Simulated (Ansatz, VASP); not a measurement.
## Two plane-wave programs on TiO2

```
Ti O
1.0
     4.64038    0.00000    0.00000
     0.00000    4.64038    0.00000
     0.00000    0.00000    3.00638
Ti O
2 4
Cartesian
  0.0000 0.0000 0.0000
  2.3202 2.3202 1.5032
  1.4183 1.4183 0.0000
  0.9019 3.7385 1.5032
  3.2221 3.2221 0.0000
  3.7385 0.9019 1.5032
```

Alike in both runs: functional PBE; k mesh 6 × 6 × 10; occupations gaussian, width 0.02 eV; no spin polarisation; Hubbard terms Ti d U = 4.0 eV.

Ansatz relaxed the structure, and its values are those at the end. VASP's run is a single point on that final structure, the one shown.

|  | VASP | Ansatz |
| --- | --- | --- |
| version | VASP 6.6.1 | Ansatz 0.2.0 |
| potentials or method | VASP PAW PBE potentials, release 64 (Ti_sv, O), cutoff 520 eV | scalar-relativistic, plane waves, PAW |
| valence electrons in the cell | 48 | 48 |

```csv
,VASP,Ansatz,Ansatz less VASP
gap on the k mesh at the Fermi level (eV),2.31,2.26,-0.048
least direct gap on the mesh (eV),2.31,2.30,-0.012
pressure (GPa),4.0,0.0,-4.00
rms of the force components (eV/Å),0.069,0.000,-0.0693
```

The programs project onto different local orbitals, so the same U acts differently, and such runs can settle in different states.
